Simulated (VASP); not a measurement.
Runs of VASP 6.6.1 on Ni. The structure is that of space group Im-3m (No. 229), or close to it. The cells are those of the table. This isn't the form of Ni at room conditions, which is fcc.

```csv
task,level,potentials or basis,fixed moment (μB),cell,k mesh,cutoff (eV),grid for exact exchange (PRECFOCK),share of exact exchange,screening parameter,pressure (GPa),moment (μB)
single point,PBE,"VASP PAW PBE potentials, release 64 (Ni_sv_GW)",1.0,"a = 2.397 Å, angles 109.5°, 1 atom",11 × 11 × 11,690,-,-,-,(a),1.00
vibrations by perturbation theory,LDA,"VASP PAW LDA potentials, release 64 (Ni_sv_GW)",-,"a = 2.397 Å, angles 109.5°, 1 atom",10 × 10 × 10,690,-,-,-,-,0.00
single point,PBEsol-based screened hybrid with 25 % exact exchange,"VASP PAW PBE potentials, release 64 (Ni)",-,"a = 2.393 Å, angles 109.5°, 1 atom",7 × 7 × 7,520,Normal,0.25,0.207 1/Å,1.0,0.86
single point,PBEsol,"VASP PAW PBE potentials, release 64 (Ni_sv_GW)",1.2,"a = 2.397 Å, angles 109.5°, 1 atom",11 × 11 × 11,690,-,-,-,4.2,1.20
single point,PBEsol,"VASP PAW PBE potentials, release 64 (Ni_sv_GW)",1.5,"a = 2.397 Å, angles 109.5°, 1 atom",11 × 11 × 11,690,-,-,-,10.5,1.50
single point,PBEsol,"VASP PAW PBE potentials, release 64 (Ni_sv_GW)",2.0,"a = 2.397 Å, angles 109.5°, 1 atom",11 × 11 × 11,690,-,-,-,(b),2.00
```

Alike in all rows: spin collinear, ferromagnetic start; smearing fermi-dirac 0.05 eV.

Problem. Fill in the values left out.

Solution. (a) 11.3; (b) 27.0.

Caveats: some runs use coarse meshes; the cell stands under pressure (at least some runs); the total moment is fixed, so each spin has its own Fermi level and the state may be an excited one (at least some runs); the PAW data sets were made with another functional, which shifts forces and pressure a little (at least some runs); the cell stands under pressure or tension, which shifts response properties (at least some runs); the moments typed at the start vanished in this run (at least some runs).

The runs don't all hold the same shells in valence.
